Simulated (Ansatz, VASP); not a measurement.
# AlBAs2: VASP beside Ansatz

File INCAR:

```
SYSTEM = AlBAs2
PREC = Accurate
ENCUT = 560
EDIFF = 1E-6
ISMEAR = 0
SIGMA = 0.01
LREAL = .FALSE.
LASPH = .TRUE.
NELM = 120
ALGO = Normal
ISIF = 2
LWAVE = .FALSE.
LCHARG = .TRUE.
GGA = PE
LELF = .TRUE.
LVHAR = .TRUE.
NBANDS = 26
GGA_COMPAT = .FALSE.
```

KPOINTS

```
Automatic mesh
0
G
  6 6 4
  0 0 0
```

POSCAR

```
AlBAs2
1.0
    3.7554012788      0.0000000000      0.0000000000
    0.0000000000      3.7554012788      0.0000000000
    0.0000000000      0.0000000000      5.5585250358
B As Al
1 2 1
Direct
    0.0000000000      0.0000000000      0.0000000000
    0.0000000000      0.5000000000      0.2116576157
    0.5000000000      0.0000000000      0.7883423843
    0.5000000000      0.5000000000      0.5000000000
```

Input for Ansatz:

```yaml
crystal:
  lattice:
    - [3.7554012788, 0.0, 0.0]
    - [0.0, 3.7554012788, 0.0]
    - [0.0, 0.0, 5.5585250358]
  atoms:
    - { symbol: B, position: [0.0, 0.0, 0.0] }
    - { symbol: As, position: [0.0, 0.5, 0.2116576157] }
    - { symbol: Al, position: [0.5, 0.5, 0.5] }
    - { symbol: As, position: [0.5, 0.0, 0.7883423843] }
kpoints:
  mp_grid: { grid: [6, 6, 4] }
hamiltonian:
  xc: pbe
scf:
  occupations: { method: fixed }
  n_extra_bands: 5
output:
  forces: true
  stress: true
  eigenvalues: true
```

Alike in both runs: task single point; functional PBE; k mesh 6 × 6 × 4; no spin polarisation.

```csv
,VASP,Ansatz
version,VASP 6.6.1,Ansatz 0.2.0
potentials or method,"VASP PAW PBE potentials, release 64 (B, As_d, Al)","plane waves, PAW"
plane-wave cutoff (eV),560,420
occupations,"gaussian, width 0.01 eV",fixed
valence electrons in the cell,36,36
```

```csv
,VASP,Ansatz,Ansatz less VASP
gap on the k mesh at the Fermi level (eV),0.50,0.49,-0.002
pressure (GPa),-4.6,-4.6,+0.02
rms of the force components (eV/Å),0.033,0.031,-0.0022
```
